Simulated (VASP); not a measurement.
Write the native input for VASP 6.6.1 that does the following.

```
Task                   : relaxation of cell and atoms
Functional             : PBE
Potentials or basis    : VASP PAW PBE potentials, release 64 (Pb_d, F)
Cutoff                 : 600 eV
k mesh                 : 8 × 8 × 8
Occupations            : gaussian, width 0.02 eV
Spin                   : no spin polarisation
Dipole correction      : no
Further INCAR settings : ALGO = Normal; EDIFF = 1e-07; IBRION = 2; EDIFFG = -0.005; NSW = 100; ISIF = 3
```

The structure of PbF2 lies in POSCAR:

```
PbF2
1.0
    0.0000000000      2.9698479669      2.9698479669
    2.9698479669      0.0000000000      2.9698479669
    2.9698479669      2.9698479669      0.0000000000
Pb F
1 2
Direct
    0.0000000000      0.0000000000      0.0000000000
    0.2500000000      0.2500000000      0.2500000000
    0.7500000000      0.7500000000      0.7500000000
```

The input as run:

INCAR

```
  PREC = Accurate
  ENCUT = 600
  EDIFF = 1E-7
  ISMEAR = 0
  SIGMA = 0.02
  LREAL = False
  LASPH = True
  NELM = 100
  ALGO = Normal
  ISIF = 3
  LWAVE = False
  LCHARG = False
  GGA = PE
  IBRION = 2
  NSW = 100
  EDIFFG = -0.005
```

KPOINTS

```
Automatic mesh
0
Gamma
  8 8 8
```

Potentials or basis: VASP PAW PBE potentials, release 64 (Pb_d, F).

Command:

```sh
$ cat potpaw_PBE.64/Pb_d/POTCAR potpaw_PBE.64/F/POTCAR > POTCAR
$ mpirun -np 1 vasp_std > vasp.out
```

Results of the run:

The relaxed volume is 17.95 Å³/atom and the relaxed cell is a = 4.238 Å, b = 4.238 Å, c = 4.238 Å, α = 60.00°, β = 60.00°, γ = 60.00°. The space group after relaxing (to 0.1 Å) is Fm-3m (No. 225) and the energy gained by relaxing is 2.9 meV/atom. The ionic steps are 3, the pressure after relaxing is 0.0 GPa and the band gap on the k mesh is 4.42 eV (least direct gap 4.56 eV).

Caveat: spin-orbit coupling is left out, which moves the levels of the heavy elements.

It took 88 s on 1 thread of Intel(R) Xeon(R) Platinum 8259CL CPU @ 2.50GHz (Skylake/Cascade Lake), with other jobs on the host, peak memory 0.22 GiB.
